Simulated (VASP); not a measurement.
# As (I4_1/amd) in VASP: notebook

The runs below take As through single point, with PBE.

Everything below comes from runs of VASP 6.6.1. Logs are shortened: lines on timing, memory, paths and dates and some standing lists are left out, and cuts for length are marked.

## Step 1: The cell of the first run

It takes space group I4_1/amd (No. 141, tetragonal). The conventional cell has a = 4.976 Å, b = 4.976 Å, c = 2.623 Å, α = 90.00°, β = 90.00°, γ = 90.00°. As (site symmetry -4m2) has 10 As at 2.57 to 3.17 Å within 3.4 Å.

## Step 2: Single point, PBE (16.24 Å³/atom)

File INCAR:

```
SYSTEM = As
PREC = Accurate ; ENCUT = 520
EDIFF = 1E-7 ; ISMEAR = -1
SIGMA = 0.1 ; LREAL = .False.
LASPH = .True. ; NELM = 80
ALGO = Normal ; ISIF = 2
LWAVE = .False. ; LCHARG = .False.
GGA = PE ; NBANDS = 12
```

File KPOINTS:

```
Automatic mesh
0
Gamma
  17 17 17
  0 0 0
```

File POSCAR:

```
As
1.0
   -2.4877917490      2.4877917490      1.3116667068
    2.4877917490     -2.4877917490      1.3116667068
    2.4877917490      2.4877917490     -1.3116667068
As
2
Direct
   -0.3750000000     -0.1250000000     -0.2500000000
    0.3750000000      0.1250000000      0.2500000000
```

Potentials or basis: VASP PAW PBE potentials, release 64 (As).

Launch:

```
cat potpaw_PBE.64/As/POTCAR > POTCAR
mpirun -np 1 vasp_std > vasp.out
```

OUTCAR:

```text
SYSTEM = As
   PREC = Accurate
   ENCUT = 520
   EDIFF = 1E-7
   ISMEAR = -1
   LREAL = .False.
   LASPH = .True.
   NELM = 80
   ISIF = 2
   GGA = PE

 ion  position               nearest neighbor table
   1  0.625  0.875  0.750-   2 2.57   2 2.57   2 2.57   2 2.57
   2  0.375  0.125  0.250-   1 2.57   1 2.57   1 2.57   1 2.57

  LATTYP: Found a body centered tetragonal cell.
 ALAT       =     4.9755834980
 C/A-ratio  =     0.5272413607

  Lattice vectors:

 A1 = (  -2.4877917490,   2.4877917490,   1.3116667068)
 A2 = (   2.4877917490,  -2.4877917490,   1.3116667068)
 A3 = (   2.4877917490,   2.4877917490,  -1.3116667068)

Analysis of symmetry for initial positions (statically):
=====================================================================
 Subroutine PRICEL returns:
 Original cell was already a primitive cell.

 Routine SETGRP: Setting up the symmetry group for a
 body centered tetragonal supercell.

 Subroutine GETGRP returns: Found 16 space group operations
 (whereof  4 operations were pure point group operations)
 out of a pool of 16 trial point group operations.

The static configuration has the point symmetry C_2h.
 The point group associated with its full space group is D_4h.

Analysis of symmetry for dynamics (positions and initial velocities):
=====================================================================
 Subroutine PRICEL returns:
 Original cell was already a primitive cell.

 Routine SETGRP: Setting up the symmetry group for a
 body centered tetragonal supercell.

 Subroutine GETGRP returns: Found 16 space group operations
 (whereof  4 operations were pure point group operations)
 out of a pool of 16 trial point group operations.

The dynamic configuration has the point symmetry C_2h.
 The point group associated with its full space group is D_4h.

 Subroutine INISYM returns: Found 16 space group operations
 (whereof  4 operations are pure point group operations),
 and found     1 'primitive' translations

----------------------------------------------------------------------------------------

                                     Primitive cell

  volume of cell :      32.4722

  direct lattice vectors                    reciprocal lattice vectors
    -2.487791749  2.487791749  1.311666707     0.000000000  0.200981453  0.381194397
     2.487791749 -2.487791749  1.311666707     0.200981453  0.000000000  0.381194397
     2.487791749  2.487791749 -1.311666707     0.200981453  0.200981453  0.000000000

  length of vectors
[... 91 lines left out ...]
   TEBEG  =    0.0;   TEEND  =   0.0 temperature during run
   PSTRESS=    0.0 pullay stress
   NELECT =      10.0000    total number of electrons
   NUPDOWN=      -1.0000    fix difference up-down
   EMIN   =  10.00;   EMAX   =-10.00  energy-range for DOS
   EFERMI =   0.00;   METHOD = LEGACY
   ISMEAR =    -1;   SIGMA  =   0.10  broadening in eV -4-tet -1-fermi 0-gaus
   EFERMI_NEDOS =   21; number of points for ismear=-14 and -15
   IALGO  =     38    algorithm
   IMIX   =      4    mixing-type and parameters
     AMIX     =   0.40;   BMIX     =  1.00
     AMIX_MAG =   1.60;   BMIX_MAG =  1.00
  volume/ion in A,a.u.               =      16.24       109.57
  Fermi-wavevector in a.u.,A,eV,Ry     =   1.105531  2.089151 16.629029  1.222199
  Thomas-Fermi vector in A             =   2.242020
   LORBIT       =      0    0 simple, 1 ext, 2 COOP (PROOUT), +10 PAW based schemes
   GGA     = PE    functional components
   LHFCALC =     F    Hartree Fock is set to
   AEXX    =    0.0000 exact exchange contribution
   IVDW    =     0    specifies the selected vdW correction
   LEPSILON=     F    determine dielectric tensor
   LRPA    =     F    only Hartree local field effects (RPA)
 non-spin polarized calculation
  energy-cutoff  :      520.00
  volume of cell :       32.47
 maximum number of plane-waves:       896
   NGX = 13   NGY = 13   NGZ = 13

 number of electron      10.0000002 magnetization

 Free energy of the ion-electron system (eV)
  ---------------------------------------------------
  ext. energy  EPLUGINS =         0.00000000
  ---------------------------------------------------
  free energy    TOTEN  =        -8.29820217 eV

  energy without entropy =       -8.27323183  energy(sigma->0) =       -8.28571700

 E-fermi :   8.6423     XC(G=0): -11.3857

 val. band max:        8.6422653239   @ k =   0.4118   0.4118   0.0588
 cond. band min:       8.6530039677   @ k =   0.3529   0.3529   0.1176
 fundamental gap:      0.0107386438
 Fermi energy:         8.6423285497

 k-point     1 :       0.0000    0.0000    0.0000
  band No.  band energies     occupation
      1      -8.4207      2.00000
      2       0.6047      2.00000
      3       3.4772      2.00000
      4       3.4772      2.00000
      5      10.2101      0.00000
      6      13.7192      0.00000
      7      13.7192      0.00000
      8      14.9996      0.00000
      9      15.2866      0.00000
     10      18.2362      0.00000
     11      19.4016      0.00000
     12      21.2514      0.00000
[... 331 lines left out ...]
 k-point    24 :      -0.1176    0.0588    0.0000
  band No.  band energies     occupation
      1      -8.2478      2.00000
      2       0.0430      2.00000
      3       3.4704      2.00000
      4       4.1694      2.00000
      5      10.7531      0.00000
      6      12.5103      0.00000
      7      13.4727      0.00000
      8      14.3306      0.00000
      9      14.5549      0.00000
     10      18.7525      0.00000
     11      19.9892      0.00000
     12      21.2967      0.00000

 [... further k-points ...]

------------------------ aborting loop because EDIFF is reached ----------------------------------------

  FORCE on cell =-STRESS in cart. coord.  units (eV):
  Direction    XX          YY          ZZ          XY          YZ          ZX
  --------------------------------------------------------------------------------------
  -------------------------------------------------------------------------------------
  Total        5.8152456      5.8152456      5.8100894      0.0000000      0.0000000      0.0000000
  in kB      286.9241525    286.9241525    286.6697480      0.0000000      0.0000000      0.0000000
  external PRESSURE =     286.8393510 kB  Pullay stress =       0.0000000 kB

 VOLUME and BASIS-vectors are now :
 -----------------------------------------------------------------------------
  energy-cutoff  :      520.00
  volume of cell :       32.47
      direct lattice vectors                 reciprocal lattice vectors
    -2.487791749  2.487791749  1.311666707     0.000000000  0.200981453  0.381194397
     2.487791749 -2.487791749  1.311666707     0.200981453  0.000000000  0.381194397
     2.487791749  2.487791749 -1.311666707     0.200981453  0.200981453  0.000000000

 POSITION                                       TOTAL-FORCE (eV/Angst)
 -----------------------------------------------------------------------------------
      2.48779      1.24390      0.98375         0.000000      0.000000      0.000000
     -0.00000      1.24390      0.32792        -0.000000     -0.000000     -0.000000
 -----------------------------------------------------------------------------------
    total drift:                               -0.000000      0.000000     -0.000000

  FREE ENERGIE OF THE ION-ELECTRON SYSTEM (eV)
  ---------------------------------------------------
  free  energy   TOTEN  =        -8.2982021655 eV

  energy  without entropy=       -8.2732318317  energy(sigma->0) =       -8.28571700
```

OSZICAR:

```text
N       E                     dE             d eps       ncg     rms          rms(c)
DAV:   1     0.248926639948E+02    0.24893E+02   -0.43173E+03  9728   0.715E+02
DAV:   2    -0.707961179618E+01   -0.31972E+02   -0.30377E+02 13260   0.110E+02
DAV:   3    -0.830791226405E+01   -0.12283E+01   -0.12165E+01 12152   0.212E+01
DAV:   4    -0.831169438203E+01   -0.37821E-02   -0.37817E-02 10948   0.132E+00
DAV:   5    -0.831169839157E+01   -0.40095E-05   -0.40095E-05 11840   0.482E-02    0.442E+00
DAV:   6    -0.830277310984E+01    0.89253E-02   -0.16003E-03 10728   0.291E-01    0.266E+00
DAV:   7    -0.829817557694E+01    0.45975E-02   -0.34634E-03 10336   0.447E-01    0.662E-02
DAV:   8    -0.829819867361E+01   -0.23097E-04   -0.47421E-05 11988   0.455E-02    0.159E-02
DAV:   9    -0.829820219541E+01   -0.35218E-05   -0.54602E-06 11468   0.174E-02    0.314E-03
DAV:  10    -0.829820216545E+01    0.29958E-07   -0.63346E-07 11176   0.441E-03
   1 F= -.82982022E+01 E0= -.82857170E+01  d E =-.249703E-01
```

stdout:

```text
POSCAR found type information on POSCAR As
 POSCAR found :  1 types and       2 ions
 scaLAPACK will be used
 LDA part: xc-table for (Slater+PW92), standard interpolation
 POSCAR, INCAR and KPOINTS ok, starting setup
 FFT: planning ... GRIDC
 FFT: planning ... GRID_SOFT
 FFT: planning ... GRID
 WAVECAR not read
 entering main loop
```

It took 3.6 min on 1 thread of AMD EPYC 7R13, shared host; peak memory 0.23 GiB.

Results:

- Free energy: -8.2982 eV
- Pressure: 28.7 GPa
- Band gap on the k mesh: zero (bands 5 and 6 overlap by 7.81 eV)

Caveat: the cell stands under pressure.

## Step 3: Single point, PBE (16.24 Å³/atom)

File INCAR:

```
  ALGO = Normal
  EDIFF = 1E-6
  ENCUT = 520
  GGA = PE
  ISIF = 2
  ISMEAR = -1
  LASPH = T
  LCHARG = T
  LELF = T
  LREAL = F
  LVHAR = T
  LWAVE = F
  NBANDS = 12
  NELM = 60
  PREC = Accurate
  SIGMA = 0.1
```

File KPOINTS:

```
k-points
0
Gamma
  17 17 17
```

POSCAR is that of step 2.

Potentials or basis: VASP PAW PBE potentials, release 64 (As).

Launch:

```
cat potpaw_PBE.64/As/POTCAR > POTCAR
mpirun -np 1 vasp_std > vasp.out
```

Run time: 3.5 min. Hardware: 1 thread of AMD EPYC 7R13, shared host; peak memory 0.23 GiB.

Results (log left out):

```yaml
Free_energy: -8.2982 eV
Pressure: 28.7 GPa
Band_gap_on_the_k_mesh: zero (bands 5 and 6 overlap by 7.81 eV)
```

Levels at points of the mesh, in eV from the Fermi level:
| k point | band 1 | band 2 | band 3 | band 4 | band 5 | band 6 | band 7 | band 8 | band 9 | band 10 |
| --- | --- | --- | --- | --- | --- | --- | --- | --- | --- | --- |
| (0.00, 0.00, 0.00) | -17.06 | -8.04 | -5.17 | -5.17 | 1.57 | 5.08 | 5.08 | 6.36 | 6.64 | 9.59 |

Caveat: the cell stands under pressure.
